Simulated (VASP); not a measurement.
# Ir4W (R-3m) in VASP: single point with PBE

Aim: the single point of Ir4W with PBE.

Everything below comes from runs of VASP 6.6.1. Logs are shortened: lines on timing, memory, paths and dates and some standing lists are left out, and cuts for length are marked.

### 1 The cell of the first run

It takes space group R-3m (No. 166, trigonal). The conventional cell has a = 2.756 Å, b = 2.756 Å, c = 33.932 Å, α = 90.00°, β = 90.00°, γ = 120.00°. Ir (site symmetry 3m) has 9 Ir at 2.76 to 2.80 Å and 3 W at 2.76 Å within 3.6 Å. Ir (site symmetry 3m) has 12 Ir at 2.72 to 2.80 Å within 3.6 Å. W (site symmetry -3m) has 6 W at 2.76 Å and 6 Ir at 2.76 Å within 3.6 Å.

### 2 Single point, PBE

File INCAR:

```
ALGO     = Normal         # electronic algorithm
EDIFF    = 1E-7           # SCF threshold, eV
ENCUT    = 520            # plane-wave cutoff, eV
GGA      = PE             # functional
ISIF     = 2              # what is computed and relaxed
ISMEAR   = 0              # smearing method
LASPH    = T              # aspherical terms in the spheres
LCHARG   = F              # write CHGCAR
LREAL    = F              # projectors in reciprocal space
LWAVE    = F              # write WAVECAR
NBANDS   = 33             # bands
NELM     = 60             # most SCF steps
PREC     = Accurate       # precision mode
SIGMA    = 0.1            # smearing width, eV
```

File KPOINTS:

```
k-points
0
Gamma
  6 6 6
```

File POSCAR:

```
Ir4W
1.0
    1.3778399500      0.7954962600     11.3105621300
   -1.3778399500      0.7954962600     11.3105621300
    0.0000000000     -1.5909925300     11.3105621300
Ir W
4 1
Direct
    0.6003320200      0.6003320200      0.6003320200
    0.1991910000      0.1991910000      0.1991910000
    0.8008090000      0.8008090000      0.8008090000
    0.3996679800      0.3996679800      0.3996679800
    0.0000000000      0.0000000000      0.0000000000
```

Potentials or basis: VASP PAW PBE potentials, release 64 (Ir, W_sv).

Command:

```console
cat potpaw_PBE.64/Ir/POTCAR potpaw_PBE.64/W_sv/POTCAR > POTCAR
mpirun -np 1 vasp_std > vasp.out
```

OUTCAR:

```text
EDIFF = 1E-7
   ENCUT = 520
   GGA = PE
   ISIF = 2
   ISMEAR = 0
   LASPH = T
   LREAL = F
   NELM = 60
   PREC = Accurate

 ion  position               nearest neighbor table
   1  0.600  0.600  0.600-   5 2.76   5 2.76   5 2.76   2 2.80   2 2.80   2 2.80
   2  0.199  0.199  0.199-   3 2.72   3 2.72   3 2.72   1 2.80   1 2.80   1 2.80
   3  0.801  0.801  0.801-   2 2.72   2 2.72   2 2.72   4 2.80   4 2.80   4 2.80
   4  0.400  0.400  0.400-   5 2.76   5 2.76   5 2.76   3 2.80   3 2.80   3 2.80
   5  0.000  0.000  0.000-   1 2.76   4 2.76   1 2.76   1 2.76   4 2.76   4 2.76

  LATTYP: Found a trigonal (rhomboedric) cell.
 ALAT       =    11.4219119645
 COS(alpha) =     0.9708961849

  Lattice vectors:

 A1 = (   1.3778399500,   0.7954962600,  11.3105621300)
 A2 = (  -1.3778399500,   0.7954962600,  11.3105621300)
 A3 = (   0.0000000000,  -1.5909925300,  11.3105621300)

Analysis of symmetry for initial positions (statically):
=====================================================================
 Subroutine PRICEL returns:
 Original cell was already a primitive cell.

 Routine SETGRP: Setting up the symmetry group for a
 trigonal (rhombohedral) supercell.

 Subroutine GETGRP returns: Found 12 space group operations
 (whereof 12 operations were pure point group operations)
 out of a pool of 12 trial point group operations.

The static configuration has the point symmetry D_3d.

Analysis of symmetry for dynamics (positions and initial velocities):
=====================================================================
 Subroutine PRICEL returns:
 Original cell was already a primitive cell.

 Routine SETGRP: Setting up the symmetry group for a
 trigonal (rhombohedral) supercell.

 Subroutine GETGRP returns: Found 12 space group operations
 (whereof 12 operations were pure point group operations)
 out of a pool of 12 trial point group operations.

The dynamic configuration has the point symmetry D_3d.

 Subroutine INISYM returns: Found 12 space group operations
 (whereof 12 operations are pure point group operations),
 and found     1 'primitive' translations

----------------------------------------------------------------------------------------

                                     Primitive cell

  volume of cell :      74.3828

  direct lattice vectors                    reciprocal lattice vectors
     1.377839950  0.795496260 11.310562130     0.362886851  0.209512822  0.029470979
    -1.377839950  0.795496260 11.310562130    -0.362886851  0.209512822  0.029470979
     0.000000000 -1.590992530 11.310562130     0.000000000 -0.419025643  0.029470978

  length of vectors
    11.421911964 11.421911964 11.421911965     0.420060742  0.420060742  0.420060743

  position of ions in fractional coordinates (direct lattice)
     0.600332020  0.600332020  0.600332020
     0.199191000  0.199191000  0.199191000
     0.800809000  0.800809000  0.800809000
     0.399667980  0.399667980  0.399667980
     0.000000000  0.000000000  0.000000000

  ion indices of the primitive-cell ions
   primitive index   ion index
                 1           1
                 2           2
                 3           3
                 4           4
                 5           5

----------------------------------------------------------------------------------------

 KPOINTS: k-points

Automatic generation of k-mesh.
 Grid dimensions read from file:
 generate k-points for:    6    6    6

 Generating k-lattice:

  Cartesian coordinates                     Fractional coordinates (reciprocal lattice)
     0.060481142  0.034918804  0.004911830     0.166666667  0.000000000  0.000000000
    -0.060481142  0.034918804  0.004911830     0.000000000  0.166666667  0.000000000
     0.000000000 -0.069837607  0.004911830     0.000000000  0.000000000  0.166666667

  Length of vectors
     0.070010124  0.070010124  0.070010124

  Shift w.r.t. Gamma in fractional coordinates (k-lattice)
     0.000000000  0.000000000  0.000000000

 Subroutine IBZKPT returns following result:
 ===========================================

 Found     32 irreducible k-points:

 Following reciprocal coordinates:
            Coordinates               Weight
  0.000000  0.000000  0.000000      1.000000
  0.166667  0.000000  0.000000      6.000000
  0.333333  0.000000 -0.000000      6.000000
  0.500000  0.000000  0.000000      3.000000
  0.166667  0.166667  0.000000      6.000000
  0.333333  0.166667  0.000000     12.000000
[... 16 lines left out ...]
  0.500000  0.500000  0.166667      6.000000
 -0.333333  0.500000  0.166667     12.000000
 [... further k-points ...]
   k-points           NKPTS =     32   k-points in BZ     NKDIM =     32   number of bands    NBANDS=     33
   number of dos      NEDOS =    301   number of ions     NIONS =      5
   total plane-waves  NPLWV = 729000
   dimension x,y,z NGX =    90 NGY =   90 NGZ =   90
   dimension x,y,z NGXF=   180 NGYF=  180 NGZF=  180
   ions per type =               4   1
   NGX,Y,Z   is equivalent  to a cutoff of  13.10, 13.10, 13.10 a.u.
   NGXF,Y,Z  is equivalent  to a cutoff of  26.20, 26.20, 26.20 a.u.
 SYSTEM =  unknown system
   PREC   = accura    normal or accurate (medium, high low for compatibility)
   ISTART =      0    job   : 0-new  1-cont  2-samecut
   ICHARG =      2    charge: 1-file 2-atom 10-const
   ISPIN  =      1    spin polarized calculation?
   LNONCOLLINEAR =      F non collinear calculations
   LSORBIT =      F    spin-orbit coupling
   LASPH  =      T    aspherical Exc in radial PAW
   ENCUT  =  520.0 eV  38.22 Ry    6.18 a.u.  21.24 21.24 21.24*2*pi/ulx,y,z
   NELM   =     60;   NELMIN=  2; NELMDL= -5     # of ELM steps
   EDIFF  = 0.1E-06   stopping-criterion for ELM
   LREAL  =      F    real-space projection
   EDIFFG = 0.1E-05   stopping-criterion for IOM
   NSW    =      0    number of steps for IOM
   IBRION =     -1    ionic relax: 0-MD 1-quasi-New 2-CG
   NFREE  =      0    steps in history (QN), initial steepest desc. (CG)
   ISIF   =      2    stress and relaxation
   ISYM   =      2    0-nonsym 1-usesym 2-fastsym
   POTIM  = 0.5000    time-step for ionic-motion
   TEBEG  =    0.0;   TEEND  =   0.0 temperature during run
   PSTRESS=    0.0 pullay stress
   NELECT =      50.0000    total number of electrons
   NUPDOWN=      -1.0000    fix difference up-down
   EMIN   =  10.00;   EMAX   =-10.00  energy-range for DOS
   EFERMI =   0.00;   METHOD = LEGACY
   ISMEAR =     0;   SIGMA  =   0.10  broadening in eV -4-tet -1-fermi 0-gaus
   EFERMI_NEDOS =   21; number of points for ismear=-14 and -15
   IALGO  =     38    algorithm
   IMIX   =      4    mixing-type and parameters
     AMIX     =   0.40;   BMIX     =  1.00
     AMIX_MAG =   1.60;   BMIX_MAG =  1.00
  volume/ion in A,a.u.               =      14.88       100.39
  Fermi-wavevector in a.u.,A,eV,Ry     =   1.434082  2.710022 27.981630  2.056592
  Thomas-Fermi vector in A             =   2.553530
   LORBIT       =      0    0 simple, 1 ext, 2 COOP (PROOUT), +10 PAW based schemes
   GGA     = PE    functional components
   LHFCALC =     F    Hartree Fock is set to
   AEXX    =    0.0000 exact exchange contribution
   IVDW    =     0    specifies the selected vdW correction
   LEPSILON=     F    determine dielectric tensor
   LRPA    =     F    only Hartree local field effects (RPA)
 non-spin polarized calculation
 Gauss-broadening in eV      SIGMA  =   0.10
  energy-cutoff  :      520.00
  volume of cell :       74.38
 maximum number of plane-waves:      2017
 NGX is ok and might be reduce to    90
   NGX = 43   NGY = 43   NGZ = 43

 number of electron      49.9999999 magnetization

 Free energy of the ion-electron system (eV)
  ---------------------------------------------------
  ext. energy  EPLUGINS =         0.00000000
  ---------------------------------------------------
  free energy    TOTEN  =       -48.52551067 eV

  energy without entropy =      -48.48593430  energy(sigma->0) =      -48.50572249

 E-fermi :   9.9192     XC(G=0): -13.7517

 val. band max:        9.9166846461   @ k =   0.5000   0.1667   0.1667
 cond. band min:       9.9271283328   @ k =  -0.3333   0.3333   0.3333
 fundamental gap:      0.0104436867
 Fermi energy:         9.9191924868

 k-point     1 :       0.0000    0.0000    0.0000
  band No.  band energies     occupation
      1     -64.1032      2.00000
      2     -28.4505      2.00000
      3     -27.6849      2.00000
      4     -27.6849      2.00000
      5      -0.3797      2.00000
      6       1.1421      2.00000
[... 25 lines left out ...]
     32      10.4798      0.00000
     33      13.2894      0.00000

 k-point     2 :       0.1667    0.0000    0.0000
  band No.  band energies     occupation
      1     -64.0759      2.00000
      2     -28.4048      2.00000
      3     -28.0030      2.00000
      4     -27.7577      2.00000
      5       0.6383      2.00000
      6       1.9254      2.00000
[... 25 lines left out ...]
     32      12.7632      0.00000
     33      13.2343      0.00000

 k-point     3 :       0.3333    0.0000   -0.0000
  band No.  band energies     occupation
      1     -64.0210      2.00000
      2     -28.6048      2.00000
      3     -28.3123      2.00000
      4     -27.9002      2.00000
      5       2.6025      2.00000
      6       2.9065      2.00000
[... 25 lines left out ...]
     32      13.5275      0.00000
     33      14.8536      0.00000

 k-point     4 :       0.5000    0.0000    0.0000
  band No.  band energies     occupation
      1     -63.9933      2.00000
      2     -28.8907      2.00000
      3     -28.2656      2.00000
      4     -27.9701      2.00000
      5       2.6466      2.00000
      6       2.9913      2.00000
[... 673 lines left out ...]
     32      15.1889      0.00000
     33      16.4556      0.00000

 k-point    23 :       0.5000    0.5000    0.1667
  band No.  band energies     occupation
      1     -64.0210      2.00000
      2     -28.6048      2.00000
      3     -28.3123      2.00000
      4     -27.9002      2.00000
      5       2.4491      2.00000
      6       3.1011      2.00000
[... 25 lines left out ...]
     32      13.4071      0.00000
     33      13.5110      0.00000

 k-point    24 :      -0.3333    0.5000    0.1667
  band No.  band energies     occupation
      1     -63.9933      2.00000
      2     -28.7425      2.00000
      3     -28.2657      2.00000
      4     -28.1357      2.00000
      5       3.4260      2.00000
      6       3.4598      2.00000
[... 25 lines left out ...]
     32      14.9676      0.00000
     33      16.0852      0.00000

 [... further k-points ...]

------------------------ aborting loop because EDIFF is reached ----------------------------------------

  FORCE on cell =-STRESS in cart. coord.  units (eV):
  Direction    XX          YY          ZZ          XY          YZ          ZX
  --------------------------------------------------------------------------------------
  -------------------------------------------------------------------------------------
  Total        0.6120491      0.6120491     -2.2340577      0.0000000      0.0000000      0.0000000
  in kB       13.1833103     13.1833102    -48.1207755      0.0000000      0.0000000      0.0000000
  external PRESSURE =      -7.2513850 kB  Pullay stress =       0.0000000 kB

 VOLUME and BASIS-vectors are now :
 -----------------------------------------------------------------------------
  energy-cutoff  :      520.00
  volume of cell :       74.38
      direct lattice vectors                 reciprocal lattice vectors
     1.377839950  0.795496260 11.310562130     0.362886851  0.209512822  0.029470979
    -1.377839950  0.795496260 11.310562130    -0.362886851  0.209512822  0.029470979
     0.000000000 -1.590992530 11.310562130     0.000000000 -0.419025643  0.029470978

 POSITION                                       TOTAL-FORCE (eV/Angst)
 -----------------------------------------------------------------------------------
      0.00000     -0.00000     20.37028         0.000000      0.000000     -0.079714
      0.00000     -0.00000      6.75889         0.000000     -0.000000      0.046043
      0.00000     -0.00000     27.17280         0.000000      0.000000     -0.046043
      0.00000     -0.00000     13.56141         0.000000     -0.000000      0.079714
      0.00000      0.00000      0.00000         0.000000      0.000000      0.000000
 -----------------------------------------------------------------------------------
    total drift:                                0.000000      0.000000      0.000000

  FREE ENERGIE OF THE ION-ELECTRON SYSTEM (eV)
  ---------------------------------------------------
  free  energy   TOTEN  =       -48.5255106749 eV

  energy  without entropy=      -48.4859343050  energy(sigma->0) =      -48.50572249
```

Wall time 20 min (1 thread of Intel Xeon 6975P-C (Granite Rapids), shared host); peak memory 1.3 GiB.

Results:

```yaml
Free_energy: -48.5255 eV
Pressure: -0.7 GPa
Largest_force: 0.080 eV/Å
Band_gap_on_the_k_mesh: zero (bands 25 and 26 overlap by 2.54 eV)
```

Forces on the atoms (eV/Å):
```
Ir   0.000  0.000 -0.080
Ir   0.000  0.000  0.046
Ir   0.000  0.000 -0.046
Ir   0.000  0.000  0.080
W    0.000  0.000  0.000
```

Caveat: the k points lie up to 0.44 Å⁻¹ apart, too coarse for converged energies and pressures of a metal; spin-orbit coupling is left out, which moves the levels of the heavy elements.
